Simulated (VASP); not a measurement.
# Zn3BiO (P-62m) in VASP: notebook

The runs below take Zn3BiO through relaxation of cell and atoms, single point, with PBE.

All numbers are computed with VASP 6.6.1; they aren't measurements. Logs are shortened: lines on timing, memory, paths and dates and some standing lists are left out, and cuts for length are marked.

### Step 1. The cell of the first run

The structure is hexagonal, space group P-62m (No. 189). Conventional cell: a = 5.037 Å, b = 5.037 Å, c = 4.407 Å, α = 90.00°, β = 90.00°, γ = 120.00°. Within 2.4 Å of Zn (site symmetry m2m) lie 1 O at 1.83 Å. Bi (site symmetry -62m) has 2 O at 2.20 Å and 6 Zn at 2.86 Å within 2.9 Å. Within 2.4 Å of O (site symmetry -62m) lie 3 Zn at 1.83 Å and 2 Bi at 2.20 Å.

The cell was built from a structure type or drawn by symmetry, and may not be a known phase.

### Step 2. Relaxation of cell and atoms, PBE

The input, INCAR:

```
SYSTEM = Zn3BiO
  ALGO = Normal
  EDIFF = 1E-7
  EDIFFG = -0.04
  ENCUT = 600
  GGA = PE
  IBRION = 2
  ISIF = 3
  ISMEAR = 0
  LASPH = .True.
  LCHARG = .False.
  LREAL = .False.
  LWAVE = .False.
  NELM = 100
  NSW = 90
  PREC = Accurate
  SIGMA = 0.1
```

The input, KPOINTS:

```
k-points
0
Gamma
  6 6 4
  0 0 0
```

The input, POSCAR:

```
Zn3BiO
1.0
    5.0373384300      0.0000000000      0.0000000000
   -2.5186692100      4.3624630500      0.0000000000
    0.0000000000      0.0000000000      4.4066930100
Zn Bi O
3 1 1
Direct
    0.3630039800      0.0000000000      0.0000000000
    0.0000000000      0.3630039800      0.0000000000
    0.6369960200      0.6369960200      0.0000000000
    0.0000000000      0.0000000000      0.5000000000
    0.0000000000      0.0000000000      0.0000000000
```

Potentials or basis: VASP PAW PBE potentials, release 64 (Zn, Bi_d, O).

Run with:

```sh
$ cat potpaw_PBE.64/Zn/POTCAR potpaw_PBE.64/Bi_d/POTCAR potpaw_PBE.64/O/POTCAR > POTCAR
$ mpirun -np 1 vasp_std > vasp.out
```

OUTCAR:

```text
SYSTEM = Zn3BiO
   EDIFF = 1E-7
   EDIFFG = -0.04
   ENCUT = 600
   GGA = PE
   IBRION = 2
   ISIF = 3
   ISMEAR = 0
   LASPH = .True.
   LREAL = .False.
   NELM = 100
   NSW = 90
   PREC = Accurate

 ion  position               nearest neighbor table
   1  0.363  0.000  0.000-   5 1.83   3 2.79   3 2.79   2 2.79   2 2.79   4 2.86   4 2.86
   2  0.000  0.363  0.000-   5 1.83   3 2.79   3 2.79   1 2.79   1 2.79   4 2.86   4 2.86
   3  0.637  0.637  0.000-   5 1.83   1 2.79   2 2.79   1 2.79   2 2.79   4 2.86   4 2.86
   4  0.000  0.000  0.500-   5 2.20   5 2.20   2 2.86   2 2.86   1 2.86   1 2.86   3 2.86   3 2.86

   5  0.000  0.000  0.000-   2 1.83   1 1.83   3 1.83   4 2.20   4 2.20

  LATTYP: Found a hexagonal cell.
 ALAT       =     5.0373384300
 C/A-ratio  =     0.8748058268

  Lattice vectors:

 A1 = (   5.0373384300,   0.0000000000,   0.0000000000)
 A2 = (  -2.5186692100,   4.3624630500,   0.0000000000)
 A3 = (   0.0000000000,   0.0000000000,   4.4066930100)

Analysis of symmetry for initial positions (statically):
=====================================================================
 Subroutine PRICEL returns:
 Original cell was already a primitive cell.

 Routine SETGRP: Setting up the symmetry group for a
 hexagonal supercell.

 Subroutine GETGRP returns: Found 12 space group operations
 (whereof 12 operations were pure point group operations)
 out of a pool of 24 trial point group operations.

The static configuration has the point symmetry D_3h.

Analysis of symmetry for dynamics (positions and initial velocities):
=====================================================================
 Subroutine PRICEL returns:
 Original cell was already a primitive cell.

 Routine SETGRP: Setting up the symmetry group for a
 hexagonal supercell.

 Subroutine GETGRP returns: Found 12 space group operations
 (whereof 12 operations were pure point group operations)
 out of a pool of 24 trial point group operations.

The dynamic configuration has the point symmetry D_3h.

 Subroutine INISYM returns: Found 12 space group operations
 (whereof 12 operations are pure point group operations),
 and found     1 'primitive' translations

----------------------------------------------------------------------------------------

                                     Primitive cell

  volume of cell :      96.8380

  direct lattice vectors                    reciprocal lattice vectors
     5.037338430  0.000000000  0.000000000     0.198517533  0.114614151  0.000000000
    -2.518669210  4.362463050  0.000000000     0.000000000  0.229228303  0.000000000
     0.000000000  0.000000000  4.406693010     0.000000000  0.000000000  0.226927539

  length of vectors
     5.037338430  5.037338429  4.406693010     0.229228303  0.229228303  0.226927539

  position of ions in fractional coordinates (direct lattice)
     0.363003980  0.000000000  0.000000000
     0.000000000  0.363003980  0.000000000
     0.636996020  0.636996020  0.000000000
     0.000000000  0.000000000  0.500000000
     0.000000000  0.000000000  0.000000000

  ion indices of the primitive-cell ions
   primitive index   ion index
                 1           1
                 2           2
                 3           3
                 4           4
                 5           5

----------------------------------------------------------------------------------------

 KPOINTS: k-points

Automatic generation of k-mesh.
 Grid dimensions read from file:
 generate k-points for:    6    6    4

 Generating k-lattice:

  Cartesian coordinates                     Fractional coordinates (reciprocal lattice)
     0.033086256  0.019102359  0.000000000     0.166666667  0.000000000  0.000000000
     0.000000000  0.038204717  0.000000000     0.000000000  0.166666667  0.000000000
     0.000000000  0.000000000  0.056731885     0.000000000  0.000000000  0.250000000

  Length of vectors
     0.038204717  0.038204717  0.056731885

  Shift w.r.t. Gamma in fractional coordinates (k-lattice)
     0.000000000  0.000000000  0.000000000

 Subroutine IBZKPT returns following result:
 ===========================================

 Found     21 irreducible k-points:

 Following reciprocal coordinates:
            Coordinates               Weight
  0.000000  0.000000  0.000000      1.000000
  0.166667  0.000000  0.000000      6.000000
  0.333333  0.000000  0.000000      6.000000
  0.500000  0.000000  0.000000      3.000000
  0.166667  0.166667  0.000000      6.000000
  0.333333  0.166667  0.000000     12.000000
[... 13 lines left out ...]
  0.333333  0.166667  0.500000     12.000000
  0.333333  0.333333  0.500000      2.000000
   k-points           NKPTS =     21   k-points in BZ     NKDIM =     21   number of bands    NBANDS=     34
   number of dos      NEDOS =    301   number of ions     NIONS =      5
   total plane-waves  NPLWV =  57600
   dimension x,y,z NGX =    40 NGY =   40 NGZ =   36
   dimension x,y,z NGXF=    80 NGYF=   80 NGZF=   72
   ions per type =               3   1   1
   NGX,Y,Z   is equivalent  to a cutoff of  13.20, 13.20, 13.58 a.u.
   NGXF,Y,Z  is equivalent  to a cutoff of  26.40, 26.40, 27.16 a.u.
 SYSTEM =  Zn3BiO
   PREC   = accura    normal or accurate (medium, high low for compatibility)
   ISTART =      0    job   : 0-new  1-cont  2-samecut
   ICHARG =      2    charge: 1-file 2-atom 10-const
   ISPIN  =      1    spin polarized calculation?
   LNONCOLLINEAR =      F non collinear calculations
   LSORBIT =      F    spin-orbit coupling
   LASPH  =      T    aspherical Exc in radial PAW
   ENCUT  =  600.0 eV  44.10 Ry    6.64 a.u.  10.06 10.06  8.80*2*pi/ulx,y,z
   NELM   =    100;   NELMIN=  2; NELMDL= -5     # of ELM steps
   EDIFF  = 0.1E-06   stopping-criterion for ELM
   LREAL  =      F    real-space projection
   EDIFFG = -.4E-01   stopping-criterion for IOM
   NSW    =     90    number of steps for IOM
   IBRION =      2    ionic relax: 0-MD 1-quasi-New 2-CG
   NFREE  =      1    steps in history (QN), initial steepest desc. (CG)
   ISIF   =      3    stress and relaxation
   ISYM   =      2    0-nonsym 1-usesym 2-fastsym
   POTIM  = 0.5000    time-step for ionic-motion
   TEBEG  =    0.0;   TEEND  =   0.0 temperature during run
   PSTRESS=    0.0 pullay stress
   NELECT =      57.0000    total number of electrons
   NUPDOWN=      -1.0000    fix difference up-down
   EMIN   =  10.00;   EMAX   =-10.00  energy-range for DOS
   EFERMI =   0.00;   METHOD = LEGACY
   ISMEAR =     0;   SIGMA  =   0.10  broadening in eV -4-tet -1-fermi 0-gaus
   EFERMI_NEDOS =   21; number of points for ismear=-14 and -15
   IALGO  =     38    algorithm
   IMIX   =      4    mixing-type and parameters
     AMIX     =   0.40;   BMIX     =  1.00
     AMIX_MAG =   1.60;   BMIX_MAG =  1.00
  volume/ion in A,a.u.               =      19.37       130.70
  Fermi-wavevector in a.u.,A,eV,Ry     =   1.371991  2.592687 25.611048  1.882359
  Thomas-Fermi vector in A             =   2.497638
   LORBIT       =      0    0 simple, 1 ext, 2 COOP (PROOUT), +10 PAW based schemes
   GGA     = PE    functional components
   LHFCALC =     F    Hartree Fock is set to
   AEXX    =    0.0000 exact exchange contribution
   IVDW    =     0    specifies the selected vdW correction
   LEPSILON=     F    determine dielectric tensor
   LRPA    =     F    only Hartree local field effects (RPA)
 conjugate gradient relaxation of ions
 non-spin polarized calculation
 Gauss-broadening in eV      SIGMA  =   0.10
  energy-cutoff  :      600.00
  volume of cell :       96.84
 maximum number of plane-waves:      3256
   NGX = 21   NGY = 21   NGZ = 17

--------------------------------------- Ionic step        1  -------------------------------------------

 number of electron      57.0000006 magnetization

 Free energy of the ion-electron system (eV)
  ---------------------------------------------------
  ext. energy  EPLUGINS =         0.00000000
  ---------------------------------------------------
  free energy    TOTEN  =       -10.62684719 eV

  energy without entropy =      -10.61258607  energy(sigma->0) =      -10.61971663

 E-fermi :   3.5814     XC(G=0): -10.1168

 val. band max:        3.5401659097   @ k =   0.1667   0.1667   0.2500
 cond. band min:       3.6160389934   @ k =   0.1667   0.1667   0.0000
 fundamental gap:      0.0758730836
 Fermi energy:         3.5814100823

 k-point     1 :       0.0000    0.0000    0.0000
  band No.  band energies     occupation
      1     -20.2210      2.00000
      2     -19.2598      2.00000
      3     -19.2598      2.00000
      4     -19.0150      2.00000
      5     -19.0150      2.00000
      6     -17.1285      2.00000
[... 876 lines left out ...]
  FREE ENERGIE OF THE ION-ELECTRON SYSTEM (eV)
  ---------------------------------------------------
  free  energy   TOTEN  =       -12.2494368200 eV

  energy  without entropy=      -12.2272970253  energy(sigma->0) =      -12.23836692

[... ionic steps 4 to 7 ...]

--------------------------------------- Ionic step        8  -------------------------------------------

 number of electron      56.9999974 magnetization

------------------------ aborting loop because EDIFF is reached ----------------------------------------

  FORCE on cell =-STRESS in cart. coord.  units (eV):
  Direction    XX          YY          ZZ          XY          YZ          ZX
  --------------------------------------------------------------------------------------
  -------------------------------------------------------------------------------------
  Total       -0.0519331     -0.0519331     -0.9770808     -0.0000000      0.0000000      0.0000000
  in kB       -0.7670436     -0.7670436    -14.4313409     -0.0000000      0.0000000      0.0000000
  external PRESSURE =      -5.3218093 kB  Pullay stress =       0.0000000 kB
[... 63 lines left out ...]
  energy  without entropy=      -12.4853965237  energy(sigma->0) =      -12.49312897

--------------------------------------- Ionic step       10  -------------------------------------------

 number of electron      56.9999963 magnetization

 Free energy of the ion-electron system (eV)
  ---------------------------------------------------
  ext. energy  EPLUGINS =         0.00000000
  ---------------------------------------------------
  free energy    TOTEN  =       -12.50176845 eV

  energy without entropy =      -12.48653790  energy(sigma->0) =      -12.49415318

 E-fermi :   2.8924     XC(G=0):  -9.7166

 val. band max:        2.8851027006   @ k =   0.3333   0.3333   0.2500
 cond. band min:       2.8928071805   @ k =   0.5000   0.0000   0.0000
 fundamental gap:      0.0077044799
 Fermi energy:         2.8924155831

 k-point     1 :       0.0000    0.0000    0.0000
  band No.  band energies     occupation
      1     -20.1073      2.00000
      2     -19.9633      2.00000
      3     -19.9633      2.00000
      4     -19.7999      2.00000
      5     -19.7999      2.00000
      6     -16.2554      2.00000
[... 798 lines left out ...]
  FREE ENERGIE OF THE ION-ELECTRON SYSTEM (eV)
  ---------------------------------------------------
  free  energy   TOTEN  =       -12.5017684502 eV

  energy  without entropy=      -12.4865379039  energy(sigma->0) =      -12.49415318

 reached required accuracy - stopping structural energy minimisation
```

Wall time 7.1 min (1 thread of Intel Xeon Platinum 8488C (Sapphire Rapids), shared host); peak memory 0.28 GiB.

Results:

```yaml
Free_energy: -12.5018 eV
Relaxed_volume: 21.29 Å³/atom
Relaxed_cell: a = 4.991 Å, b = 4.991 Å, c = 4.934 Å, α = 90.00°, β = 90.00°, γ = 120.00°
Space_group_after_relaxing_to_0.1_Å: P-62m (No. 189)
Energy_gained_by_relaxing: 375.0 meV/atom
Ionic_steps: 10
Pressure_after_relaxing: 0.2 GPa
Largest_force_after_relaxing: 0.011 eV/Å
Band_gap_on_the_k_mesh: zero (an odd number of electrons rules out a gap without spin polarisation)
```

Forces in eV/Å, atoms in the order of the input:
```
Zn   0.011  0.000  0.000
Zn  -0.006  0.010  0.000
Zn  -0.006 -0.010  0.000
Bi   0.000  0.000  0.000
O    0.000  0.000  0.000
```

The path:
```tsv
step	energy change (eV)	largest force (eV/Å)	pressure (GPa)	volume (Å³)
1	0.0000	3.8113	17.26	96.84
2	-1.3494	0.2850	-6.29	128.81
3	-1.6226	0.4704	-2.10	116.67
4	-1.7642	0.4718	-1.19	112.75
5	-1.8318	0.4667	0.51	108.27
6	-1.8319	0.4652	0.68	107.95
7	-1.8628	0.1491	-0.19	108.31
8	-1.8661	0.0232	-0.53	108.48
9	-1.8740	0.0143	-0.08	107.11
10	-1.8749	0.0112	0.18	106.44
```

Final structure:
```cif
data_structure
_symmetry_space_group_name_H-M 'P 1'
_symmetry_Int_Tables_number 1
_cell_length_a 4.9908
_cell_length_b 4.9908
_cell_length_c 4.9344
_cell_angle_alpha 90.000
_cell_angle_beta 90.000
_cell_angle_gamma 120.000
_cell_volume 106.44
loop_
_atom_site_label
_atom_site_type_symbol
_atom_site_fract_x
_atom_site_fract_y
_atom_site_fract_z
_atom_site_occupancy
Zn1 Zn 0.41089 0.00000 0.00000 1
Zn2 Zn 0.00000 0.41089 0.00000 1
Zn3 Zn 0.58911 0.58911 0.00000 1
Bi1 Bi 0.00000 0.00000 0.50000 1
O1 O 0.00000 0.00000 0.00000 1
```

Levels at points of the mesh, in eV from the Fermi level:
```
           k point  band 26  band 27  band 28  band 29  band 30  band 31  band 32  band 33
(0.00, 0.00, 0.00)    -4.79     0.17     0.69     0.69     0.87     1.32     1.32     5.00
(0.50, 0.00, 0.00)    -3.37    -1.87     0.00     0.55     1.71     2.68     2.78     3.61
(0.00, 0.00, 0.50)    -2.86     0.07     0.07     0.37     0.63     1.71     1.71     2.00
(0.50, 0.00, 0.50)    -2.78    -2.56    -1.49    -0.64     0.56     2.25     2.27     4.80
```

Caveat: spin-orbit coupling is left out, which moves the levels of the heavy elements; an odd number of electrons without spin polarisation forces a metal; a magnetic or distorted state may lie lower.

(Continued in part 2 of 2.)
